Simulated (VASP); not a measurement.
Te3MoPt: single point with PBE

Crystal: Te3MoPt.

```
Te Mo Pt
1.0
     4.13410    0.00000    0.00000
     0.00000    4.13410    0.00000
     0.00000    0.00000    8.29058
Te Mo Pt
3 1 1
Direct
  0.50000 0.50000 0.07231
  0.00000 0.50000 0.55026
  0.50000 0.00000 0.55026
  0.50000 0.50000 0.76481
  0.00000 0.00000 0.90425
```

| Quantity | Value |
| --- | --- |
| Program | VASP 6.6.1 |
| Task | single point |
| Functional | PBE |
| Potentials or basis | VASP PAW PBE potentials, release 64 (Te, Mo_sv, Pt) |
| Cutoff | 520 eV |
| k mesh | 10 × 10 × 6 |
| Occupations | gaussian, width 0.1 eV |
| Spin | no spin polarisation |
| Dipole correction | no |
| Further INCAR settings | ALGO = Normal; EDIFF = 1e-06; NBANDS = 29 |

| Item | Value |
| --- | --- |
| Pressure | 0.0 GPa |
| Largest force | 0.027 eV/Å |
| Band gap on the k mesh | zero (band 21 reaches 7.00 eV, above the bottom of band 22 at 6.25 eV) |

Forces on the atoms (eV/Å):
```
Te   0.000  0.000 -0.015
Te   0.000  0.000 -0.004
Te   0.000  0.000 -0.004
Mo   0.000  0.000  0.027
Pt   0.000  0.000 -0.005
```

Levels at points of the mesh, in eV from the Fermi level:
| k point | band 19 | band 20 | band 21 | band 22 | band 23 | band 24 |
| --- | --- | --- | --- | --- | --- | --- |
| (0.00, 0.00, 0.00) | -1.26 | -1.04 | 0.39 | 0.80 | 0.80 | 1.46 |
| (0.50, 0.00, 0.00) | -1.44 | -1.14 | 0.11 | 0.13 | 0.32 | 0.46 |
| (0.50, 0.50, 0.00) | -1.58 | -1.45 | -0.45 | 1.04 | 1.04 | 1.15 |
| (0.00, 0.00, 0.50) | -1.29 | -1.23 | 0.39 | 0.66 | 0.66 | 1.68 |
| (0.50, 0.00, 0.50) | -1.42 | -1.38 | 0.00 | 0.02 | 0.30 | 0.55 |
| (0.50, 0.50, 0.50) | -1.61 | -1.45 | -0.45 | 1.34 | 1.41 | 1.41 |

Run time: 6.8 min on 1 thread of AMD EPYC 7R43 64-Core Processor (Zen 3) (shared host), peak memory 0.45 GiB.

Caveat: spin-orbit coupling is left out, which moves the levels of the heavy elements; this functional lacks dispersion, which binds the layers, so the pressure and a relaxed spacing across them are unreliable.
